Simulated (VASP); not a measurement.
# Fe: single point with PBE

Fe:

```
CELL_PARAMETERS angstrom
1.43300 1.43300 1.43300
-1.43300 1.43300 1.43300
-1.43300 -1.43300 1.43300
ATOMIC_POSITIONS crystal
Fe 0.00000 0.00000 0.00000
```

```
Program             : VASP 6.6.1
Task                : single point
Functional          : PBE
Potentials or basis : VASP PAW PBE potentials, release 64 (Fe)
Cutoff              : 600 eV
k mesh              : 6 × 6 × 6
Occupations         : fermi-dirac, width 0.136 eV
Spin                : collinear spin, ferromagnetic start
Starting moments    : [2.2] μB
```

```yaml
Pressure: -6.8 GPa
Net_moment: 2.24 μB per cell
Site_moments: Fe +2.25 μB
Valence_electrons_inside_the_program's_atomic_spheres: Fe 7.20
```

Levels at points of the mesh, in eV from the Fermi level:
Spin up:
```tsv
k point	band 1	band 2	band 3	band 4	band 5	band 6	band 7	band 8	band 9	band 10
(0.00, 0.00, 0.00)	-8.25	-2.25	-2.25	-2.25	-1.09	-1.09	24.65	24.65	24.65	29.51
(0.50, 0.00, 0.00)	-4.75	-3.27	-1.03	-0.91	0.30	0.51	7.03	18.04	19.65	22.95
(0.00, 0.00, 0.50)	-4.75	-3.27	-1.03	-0.91	0.30	0.51	7.03	18.04	19.65	22.95
(0.00, 0.50, 0.00)	-4.75	-3.27	-1.03	-0.91	0.30	0.51	7.03	18.04	19.65	22.95
(0.50, 0.50, 0.00)	-4.75	-3.27	-1.03	-0.91	0.30	0.51	7.03	18.04	19.65	22.95
(0.00, 0.50, 0.50)	-4.75	-3.27	-1.03	-0.91	0.30	0.51	7.03	18.04	19.65	22.95
(0.50, 0.00, 0.50)	-4.75	-3.27	-1.03	-0.91	0.30	0.51	7.03	18.04	19.65	22.95
(0.50, 0.50, 0.50)	-4.65	-4.65	0.04	0.04	0.04	9.67	9.67	9.67	15.27	15.27
```
Spin down:
```
           k point  band 1  band 2  band 3  band 4  band 5  band 6
(0.00, 0.00, 0.00)   -8.09   -0.27   -0.27   -0.27    1.68    1.68
(0.50, 0.00, 0.00)   -3.44   -1.50    0.60    1.55    1.93    2.60
(0.00, 0.00, 0.50)   -3.44   -1.50    0.60    1.55    1.93    2.60
(0.00, 0.50, 0.00)   -3.44   -1.50    0.60    1.55    1.93    2.60
(0.50, 0.50, 0.00)   -3.44   -1.50    0.60    1.55    1.93    2.60
(0.00, 0.50, 0.50)   -3.44   -1.50    0.60    1.55    1.93    2.60
(0.50, 0.00, 0.50)   -3.44   -1.50    0.60    1.55    1.93    2.60
(0.50, 0.50, 0.50)   -2.81   -2.81    2.31    2.31    2.31    9.93
```

It took 33 s on 1 thread of AMD EPYC 7R43 64-Core Processor (Zen 3), with other jobs on the host, peak memory 0.12 GiB.

Caveat: the k points lie up to 0.52 Å⁻¹ apart.
